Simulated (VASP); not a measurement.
Set up this calculation in VASP 6.6.1, as the native input.

```yaml
Task: single point
Functional: r2SCAN
Potentials_or_basis: VASP PAW PBE potentials, release 64 (Au)
Cutoff: 520 eV
k_mesh: 13 × 13 × 13
Occupations: fermi-dirac, width 0.1 eV
Spin: no spin polarisation
Dipole_correction: no
Further_INCAR_settings: ALGO = Normal; EDIFF = 1e-06; NBANDS = 12
```

Au:

```
Au
1.0
     2.79031    0.00000    0.00000
     0.00000    2.79031    0.00000
     0.00000    0.00000    2.79031
Au
1
Direct
  0.00000 0.00000 0.00000
```

This cell differs from its parent crystal: volume scaled by 1.08.

These files were run (other wordings do the same):

POSCAR

```
Au
1.0
    2.7903118606      0.0000000000      0.0000000000
    0.0000000000      2.7903118606      0.0000000000
    0.0000000000      0.0000000000      2.7903118606
Au
1
Direct
    0.0000000000      0.0000000000      0.0000000000
```

INCAR.step1

```
PREC = Accurate
ENCUT = 520
ISMEAR = -1
SIGMA = 0.1
LREAL = F
LASPH = T
NELM = 80
NBANDS = 12
GGA = PE
ALGO = Normal
EDIFF = 1E-4
LWAVE = T
LCHARG = F
```

INCAR.step2

```
PREC = Accurate
ENCUT = 520
EDIFF = 1E-6
ISMEAR = -1
SIGMA = 0.1
LREAL = F
LASPH = T
NELM = 80
ALGO = Normal
ISIF = 2
LWAVE = F
LCHARG = T
METAGGA = R2SCAN
LMIXTAU = T
LELF = T
LVHAR = T
NBANDS = 12
ISTART = 1
```

KPOINTS

```
Automatic mesh
0
Gamma
  13 13 13
```

Potentials or basis: VASP PAW PBE potentials, release 64 (Au).

The run is started by

```console
$ cat potpaw_PBE.64/Au/POTCAR > POTCAR
$ cp INCAR.step1 INCAR
$ mpirun -np 1 vasp_std > vasp.out
$ cp INCAR.step2 INCAR
$ mpirun -np 1 vasp_std > vasp.out
```

Results of the run:

The pressure is -7.4 GPa.

Caveat: the PAW data sets were made with another functional, which shifts forces and pressure a little.

It took 43 s on 1 thread of Intel Xeon 6975P-C, on a shared host, peak memory 0.16 GiB.
